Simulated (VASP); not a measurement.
Write the native input for VASP 6.6.1 that does the following.

* Task: electric field gradients
* Functional: LDA
* Potentials or basis: VASP PAW LDA potentials, release 64 (Nb_sv, Ru_pv)
* Cutoff: 520 eV
* k mesh: 9 × 9 × 9
* Occupations: fermi-dirac, width 0.05 eV
* Spin: no spin polarisation
* Dipole correction: no
* Further INCAR settings: ALGO = Normal; EDIFF = 1e-08; NBANDS = 36

The structure of NbRu3 lies in POSCAR:

```
NbRu3
1.0
    3.8800000000     -0.0388000000     -0.0388000000
   -0.0388000000      3.8800000000     -0.0388000000
   -0.0388000000     -0.0388000000      3.8800000000
Nb Ru
1 3
Direct
    0.0000000000      0.0000000000      0.0000000000
    0.0000000000      0.5000000000      0.5000000000
    0.5000000000      0.0000000000      0.5000000000
    0.5000000000      0.5000000000      0.0000000000
```

This cell differs from its parent crystal: equal xy, yz and zx shear strains of -2 %.

The input as run:

INCAR

```
ALGO     = Normal         # electronic algorithm
EDIFF    = 1E-8           # SCF threshold, eV
ENCUT    = 520            # plane-wave cutoff, eV
ISIF     = 2              # what is computed and relaxed
ISMEAR   = -1             # smearing method
LASPH    = T              # aspherical terms in the spheres
LCHARG   = F              # write CHGCAR
LEFG     = T            
LREAL    = F              # projectors in reciprocal space
LWAVE    = F              # write WAVECAR
NBANDS   = 36             # bands
NELM     = 60             # most SCF steps
PREC     = Accurate       # precision mode
SIGMA    = 0.05           # smearing width, eV
```

KPOINTS

```
k-points
0
Gamma
  9 9 9
```

Potentials or basis: VASP PAW LDA potentials, release 64 (Nb_sv, Ru_pv).

Command:

```bash
$ cat potpaw_LDA.64/Nb_sv/POTCAR potpaw_LDA.64/Ru_pv/POTCAR > POTCAR
$ mpirun -np 1 vasp_std > vasp.out
```

It gave:

- Pressure: -10.6 GPa
- Band gap on the k mesh: zero (an odd number of electrons rules out a gap without spin polarisation)
- Largest electric field gradient by atom: Nb -2.8; Ru +16.2 V/Å²

Caveat: the cell differs from its parent crystal (equal xy, yz and zx shear strains of -2 %); the cell stands under tension; without QUAD_EFG the Cq values of the log hold for a quadrupole moment of 1 mb, not for the nuclei.

It took 86 s on 1 thread of Intel(R) Xeon(R) 6975P-C (Granite Rapids) (shared host), peak memory 0.26 GiB.
